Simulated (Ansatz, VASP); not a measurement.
Ni in VASP and in Ansatz

POSCAR

```
Ni
1.0
    2.6915724100      0.0000000000      0.0000000000
    0.0000000000      2.6915724100      0.0000000000
    0.0000000000      0.0000000000      2.6915724100
Ni
2
Direct
    0.0000000000      0.0000000000      0.0000000000
    0.5000000000      0.5000000000      0.5000000000
```

File INCAR.step1:

```
  PREC = Accurate
  ENCUT = 520
  ISMEAR = -1
  SIGMA = 0.02
  LREAL = F
  LASPH = T
  NELM = 150
  ISPIN = 2
  MAGMOM = 0.68 0.68
  LMAXMIX = 4
  NBANDS = 21
  GGA = PE
  ALGO = Normal
  EDIFF = 1E-4
  LWAVE = T
  LCHARG = F
```

The input INCAR.step2:

```
  PREC = Accurate
  ENCUT = 520
  EDIFF = 1E-7
  ISMEAR = -1
  SIGMA = 0.02
  LREAL = F
  LASPH = T
  NELM = 150
  ALGO = Normal
  ISIF = 2
  LWAVE = F
  LCHARG = T
  ISPIN = 2
  MAGMOM = 0.68 0.68
  LORBIT = 11
  LMAXMIX = 4
  METAGGA = R2SCAN
  LMIXTAU = T
  LELF = T
  LVHAR = T
  NBANDS = 21
  ISTART = 1
```

File KPOINTS:

```
Automatic mesh
0
Gamma
  10 10 10
```

File input.yaml:

```yaml
crystal:
  lattice:
    - [2.69157241, 0.0, 0.0]
    - [0.0, 2.69157241, 0.0]
    - [0.0, 0.0, 2.69157241]
  atoms:
    - { symbol: Ni, position: [0.0, 0.0, 0.0] }
    - { symbol: Ni, position: [0.5, 0.5, 0.5] }
hamiltonian:
  xc: r2scan
  pseudopotentials: { kind: paw }
magnetization:
  spin_polarized: true
kpoints:
  mp_grid: { grid: [10, 10, 10] }
scf:
  occupations: { method: fermi_dirac, width: 0.02 }
  n_extra_bands: 12
output:
  eigenvalues: true
  optics: { e_range: [0, 14], sigma: 0.1, nscf_kmesh: { grid: [13, 13, 13] } }
```

Change from the starting cell: volume scaled by 0.92.

Alike in both runs: functional r2SCAN; k mesh 10 × 10 × 10; occupations fermi-dirac, width 0.02 eV; collinear spin.

|  | VASP | Ansatz |
| --- | --- | --- |
| version | VASP 6.6.1 | Ansatz 0.2.0 |
| potentials or method | VASP PAW PBE potentials, release 64 (Ni) | Ansatz PAW |
| plane-wave cutoff (eV) | 520 | 500 |
| valence electrons in the cell | 20 | 36 |
| task | single point | optical spectrum |

|  | VASP | Ansatz | Ansatz less VASP |
| --- | --- | --- | --- |
| gap on the k mesh at the Fermi level (eV) | none | none | - |
| net moment per atom (μB) | 0.57 | 0.57 | +0.001 |
| size of the moment on the site where the two differ most (μB) | 0.57 | 0.62 | +0.047 |

VASP's potentials were made for PBE, not for r2SCAN. Site moments also hang on the region over which each program counts them. A gap of «none» marks a metal or a gap that the smearing closes. VASP's potentials hold 20 valence electrons a cell and Ansatz's 36, so a difference there can come from the potentials and not from the codes.

Noted on Ansatz's run: the magnetic or orbital state may not be the lowest.
